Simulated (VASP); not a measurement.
Set up this calculation in VASP 6.6.1, as the native input.

| Property | Result |
| --- | --- |
| Task | single point |
| Functional | revPBE |
| Potentials or basis | VASP PAW PBE potentials, release 64 (Mo_sv) |
| Cutoff | 520 eV |
| k mesh | 13 × 13 × 1 |
| Occupations | fermi-dirac, width 0.05 eV |
| Spin | no spin polarisation |
| Dipole correction | yes |
| Further INCAR settings | ALGO = Normal; EDIFF = 1e-06; NBANDS = 28 |

The structure of Mo lies in POSCAR:

```
Mo
1.0
    2.7101442943      0.0000000000      0.0000000000
   -0.9033814314      2.5551485447      0.0000000000
    0.0000000000      0.0000000000     20.4256000000
Mo
3
Direct
    0.0000000000      0.0000000000      0.3916642081
    0.5000000000      0.5000000000      0.5000000000
    0.0000000000      0.0000000000      0.6083357919
```

These files were run (other wordings do the same):

INCAR

```
ALGO     = Normal         # electronic algorithm
DIPOL    = 0.5 0.5 0.500
EDIFF    = 1E-6           # SCF threshold, eV
ENCUT    = 520            # plane-wave cutoff, eV
GGA      = RE             # functional
IDIPOL   = 3            
ISIF     = 2              # what is computed and relaxed
ISMEAR   = -1             # smearing method
LASPH    = True           # aspherical terms in the spheres
LCHARG   = True           # write CHGCAR
LDIPOL   = True         
LELF     = True           # ELF
LREAL    = False          # projectors in reciprocal space
LVACPOTAV= True         
LVHAR    = True         
LWAVE    = False          # write WAVECAR
NBANDS   = 28             # bands
NELM     = 60             # most SCF steps
PREC     = Accurate       # precision mode
SIGMA    = 0.05           # smearing width, eV
```

KPOINTS

```
k-points
0
Gamma
  13 13 1
```

Potentials or basis: VASP PAW PBE potentials, release 64 (Mo_sv).

The run is started by

```sh
$ cat potpaw_PBE.64/Mo_sv/POTCAR > POTCAR
$ mpirun -np 1 vasp_std > vasp.out
```

Results of the run:

```
Largest force          : 0.160 eV/Å
Band gap on the k mesh : zero (band 21 reaches 2.50 eV, above the bottom of band 22 at 0.48 eV)
```

Caveat: the PAW data sets were made with another functional, which shifts forces and pressure a little.

It took 120 s on 1 thread of Intel(R) Xeon(R) 6975P-C (Granite Rapids), with other jobs on the host, peak memory 0.3 GiB.
